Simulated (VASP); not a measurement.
A run of VASP 6.6.1:

File INCAR:

```
PREC = Accurate
ENCUT = 520
EDIFF = 1E-6
ISMEAR = -1
SIGMA = 0.08
LREAL = F
LASPH = T
NELM = 60
ALGO = Normal
ISIF = 2
LWAVE = F
LCHARG = F
GGA = PS
NBANDS = 26
```

KPOINTS

```
Automatic mesh
0
Gamma
  14 14 7
```

POSCAR

```
Ga2Cu
1.0
    2.8300000000      0.0000000000      0.0000000000
    0.0000000000      2.8300000000      0.0000000000
    0.0000000000      0.0000000000      5.8390000000
Ga Cu
2 1
Direct
    0.5000000000      0.5000000000      0.2950000000
    0.5000000000      0.5000000000      0.7050000000
    0.0000000000      0.0000000000      0.0000000000
```

Potentials or basis: VASP PAW PBE potentials, release 64 (Ga_d, Cu).

Command:

```console
$ cat potpaw_PBE.64/Ga_d/POTCAR potpaw_PBE.64/Cu/POTCAR > POTCAR
$ mpirun -np 1 vasp_std > vasp.out
```

Hardware: 1 thread of Intel(R) Xeon(R) Platinum 8259CL CPU @ 2.50GHz (Skylake/Cascade Lake) (shared host).

**Question.** How long does it take, and how much memory?

**Answer.** It took 100 s on 1 thread of Intel(R) Xeon(R) Platinum 8259CL CPU @ 2.50GHz (Skylake/Cascade Lake), with other jobs on the host, peak memory 0.29 GiB. Counts: scf iterations 13, k points 144.
